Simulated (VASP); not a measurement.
**LiF: single point with LDA**

Crystal: LiF.

```
CELL_PARAMETERS angstrom
2.94148 0.00000 0.00000
-1.47074 2.54740 0.00000
0.00000 0.00000 5.10229
ATOMIC_POSITIONS crystal
Li 0.33333 0.66667 0.38398
Li 0.66667 0.33333 0.88398
F 0.33333 0.66667 0.99102
F 0.66667 0.33333 0.49102
```

```json
{"Program": "VASP 6.6.1", "Task": "single point", "Functional": "LDA", "Potentials or basis": "VASP PAW LDA potentials, release 64 (Li_sv, F)", "Cutoff": "520 eV", "k mesh": "9 × 9 × 6", "Occupations": "gaussian, width 0.05 eV", "Spin": "no spin polarisation"}
```

```
Largest force          : 0.339 eV/Å
Band gap on the k mesh : 7.75 eV
```

Forces in eV/Å, atoms in the order of the input:
```
Li   0.000  0.000 -0.339
Li   0.000  0.000 -0.339
F    0.000  0.000  0.339
F    0.000  0.000  0.339
```

Levels at points of the mesh, in eV from the valence-band top:
```csv
k point,band 8,band 9,band 10,band 11,band 12,band 13
"(0.00, 0.00, 0.00)",-0.01,-0.01,0.00,7.75,11.52,15.05
"(0.00, 0.00, 0.50)",-0.12,-0.12,-0.12,9.37,9.37,16.87
```

Run time: 22 s on 1 thread of Intel Xeon 8259CL (shared host), peak memory 0.15 GiB.

 A k mesh can miss the band edges.
